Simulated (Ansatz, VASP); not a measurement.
# One calculation of HfC, two programs

The input INCAR:

```
PREC = Accurate
ENCUT = 600
EDIFF = 1E-6
ISMEAR = -1
SIGMA = 0.1
LREAL = False
LASPH = True
NELM = 120
ALGO = Normal
ISIF = 2
LWAVE = False
LCHARG = True
GGA = RE
LELF = True
LVHAR = True
NBANDS = 14
GGA_COMPAT = False
```

The input KPOINTS:

```
Automatic mesh
0
Gamma
  11 11 11
```

The input POSCAR:

```
HfC
1.0
    0.0000000000      2.3250000000      2.3250000000
    2.3250000000      0.0000000000      2.3250000000
    2.3250000000      2.3250000000      0.0000000000
Hf C
1 1
Direct
    0.5000000000      0.5000000000      0.5000000000
    0.0000000000      0.0000000000      0.0000000000
```

Input for Ansatz:

```yaml
crystal:
  lattice:
    - [0.0, 2.325, 2.325]
    - [2.325, 0.0, 2.325]
    - [2.325, 2.325, 0.0]
  atoms:
    - { symbol: Hf, position: [0.5, 0.5, 0.5] }
    - { symbol: C, position: [0.0, 0.0, 0.0] }
basis:
  ecutwfc: 510.0
kpoints:
  mp_grid:
    grid: [11, 11, 11]
hamiltonian:
  xc: revpbe
scf:
  occupations:
    method: fermi_dirac
output:
  stress: true
```

Alike in both runs: task single point; functional revPBE; k mesh 11 × 11 × 11; no spin polarisation.

|  | VASP | Ansatz |
| --- | --- | --- |
| version | VASP 6.6.1 | Ansatz 0.2.0 |
| potentials or method | VASP PAW PBE potentials, release 64 (Hf_pv, C), cutoff 600 eV | plane waves, PAW |
| occupations | fermi-dirac, width 0.1 eV | fermi-dirac |
| valence electrons in the cell | 14 | 30 |

|  | VASP | Ansatz | Ansatz less VASP |
| --- | --- | --- | --- |
| pressure (GPa) | 2.4 | 3.2 | +0.80 |

VASP's potentials were made for PBE, not for revPBE. VASP's potentials hold 14 valence electrons a cell and Ansatz's 30, so a difference there can come from the potentials and not from the codes.

Spin-orbit coupling is off throughout.
